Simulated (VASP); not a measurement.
Input of a VASP 6.6.1 run:

INCAR

```
SYSTEM = SnO
PREC     = Accurate       ! precision mode
ENCUT    = 520            ! plane-wave cutoff, eV
EDIFF    = 1E-6           ! SCF threshold, eV
ISMEAR   = 0              ! smearing method
SIGMA    = 0.05           ! smearing width, eV
LREAL    = .FALSE.        ! projectors in reciprocal space
LASPH    = .TRUE.         ! aspherical terms in the spheres
NELM     = 80             ! most SCF steps
ALGO     = Normal         ! electronic algorithm
ISIF     = 2              ! what is computed and relaxed
LWAVE    = .FALSE.        ! write WAVECAR
LCHARG   = .FALSE.        ! write CHGCAR
GGA      = PS             ! functional
NBANDS   = 28             ! bands
```

File KPOINTS:

```
Automatic mesh
0
G
  8 6 6
  0 0 0
```

Contents of POSCAR:

```
SnO
1.0
    3.6905055000      0.0000000000      0.0000000000
    0.0000000000      5.6741040000      0.0000000000
    0.0000000000      0.0000000000      4.2219700000
Sn O
2 2
Direct
    0.0000000000      0.2319090000      0.5131440000
    0.5000000000      0.7680910000      0.0131440000
    0.0000000000      0.8912500000      0.7368570000
    0.5000000000      0.1087500000      0.2368570000
```

Potentials or basis: VASP PAW PBE potentials, release 64 (Sn_d, O).

The run is started by

```console
$ cat potpaw_PBE.64/Sn_d/POTCAR potpaw_PBE.64/O/POTCAR > POTCAR
$ mpirun -np 1 vasp_std > vasp.out
```

(1) What does it give for the band gap on the k mesh?

(2) Estimate the pressure.

## Answers

(1) 1.32 eV (least direct gap 2.12 eV).

(2) -8.5 GPa.

Caveat: the cell differs from its parent crystal (strain +0.1000 x Voigt [1, 0, 0, 0, 0, 0]); the stress differs along the axes, from -13 to -6 GPa; the PAW data sets were made with another functional, which shifts forces and pressure a little; spin-orbit coupling is left out, which moves the levels of the heavy elements.
